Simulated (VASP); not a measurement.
Crystal: Cd2As3.

```
CELL_PARAMETERS angstrom
4.36499 0.00000 0.00000
-2.18250 3.78019 0.00000
0.00000 0.00000 6.96395
ATOMIC_POSITIONS crystal
Cd 0.33333 0.66667 0.37296
Cd 0.66667 0.33333 0.62704
As 0.00000 0.00000 0.00000
As 0.33333 0.66667 0.80718
As 0.66667 0.33333 0.19282
```

```yaml
Program: VASP 6.6.1
Task: relaxation of cell and atoms
Functional: PBE
Potentials_or_basis: VASP PAW PBE potentials, release 64 (Cd, As)
Cutoff: 500 eV
k_mesh: 12 × 12 × 6
Occupations: gaussian, width 0.1 eV
Spin: no spin polarisation
```

At the start: pressure 0.3 GPa; volume 22.98 Å³/atom.

Problem. How do energy, volume and symmetry change on relaxing?

Solution. Over 18 steps the energy falls by 7.2 meV/atom and the volume is 23.10 Å³/atom (+0.5 %); space group P-3m1 (No. 164, to 0.1 Å) before and after.

Step by step:
```csv
step,energy change (eV),largest force (eV/Å),pressure (GPa),volume (Å³)
1,0.0000,0.0672,0.32,114.91
2,-0.0077,0.0636,-0.07,115.67
3,-0.0149,0.0471,-1.11,117.91
4,-0.0184,0.0494,-1.03,117.73
5,-0.0269,0.0559,-0.76,117.19
6,-0.0335,0.0767,-0.20,116.04
7,-0.0335,0.0694,-0.27,116.18
8,-0.0344,0.0585,-0.11,115.87
9,-0.0349,0.0537,0.09,115.47
10,-0.0350,0.0531,0.12,115.38
11,-0.0354,0.0423,0.06,115.47
12,-0.0357,0.0107,-0.12,115.75
13,-0.0357,0.0185,-0.07,115.68
14,-0.0358,0.0133,-0.01,115.53
15,-0.0359,0.0096,0.04,115.43
16,-0.0360,0.0050,0.01,115.48
17,-0.0360,0.0072,-0.06,115.60
18,-0.0361,0.0090,-0.01,115.49
```

Final structure:
```yaml
crystal:
  lattice:
    - [4.23567, 0.00000, 0.00000]
    - [-2.11783, 3.66820, 0.00000]
    - [0.00000, 0.00000, 7.43341]
  atoms:
    - { symbol: Cd, position: [0.33333, 0.66667, 0.37995] }
    - { symbol: Cd, position: [0.66667, 0.33333, 0.62005] }
    - { symbol: As, position: [0.00000, 0.00000, 0.00000] }
    - { symbol: As, position: [0.33333, 0.66667, 0.80787] }
    - { symbol: As, position: [0.66667, 0.33333, 0.19213] }
```

Caveat: an odd number of electrons without spin polarisation forces a metal; a magnetic or distorted state may lie lower.
